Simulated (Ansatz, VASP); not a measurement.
**CsI in VASP and in Ansatz**

```
Cs I
1.0
     4.40171   -0.01100   -0.01100
    -0.01100    4.40171   -0.01100
    -0.01100   -0.01100    4.40171
Cs I
1 1
Direct
  0.00000 0.00000 0.00000
  0.50000 0.50000 0.50000
```

Change from the starting cell: equal xy, yz and zx engineering shears of -0.5 %.

Alike in both runs: functional LDA; k mesh 6 × 6 × 6; no spin polarisation.

Ansatz relaxed the structure, and its values are those at the end. VASP's run is a single point on that final structure, the one shown.

|  | VASP | Ansatz |
| --- | --- | --- |
| version | VASP 6.6.1 | Ansatz 0.2.0 |
| potentials or method | VASP PAW LDA potentials, release 64 (Cs_sv, I), cutoff 500 eV | all-electron LAPW, scalar-relativistic |
| occupations | gaussian, width 0.01 eV | fixed |

|  | VASP | Ansatz | Ansatz less VASP |
| --- | --- | --- | --- |
| gap on the k mesh at the Fermi level (eV) | 3.77 | 3.80 | +0.034 |
| pressure (GPa) | 0.1 | 0.0 | -0.07 |

LDA's correlation is that of Perdew and Zunger in VASP and of Perdew and Wang (1992) in Ansatz. Ansatz ran all-electron here, and VASP with PAW potentials.

Neither program's run includes spin-orbit coupling.
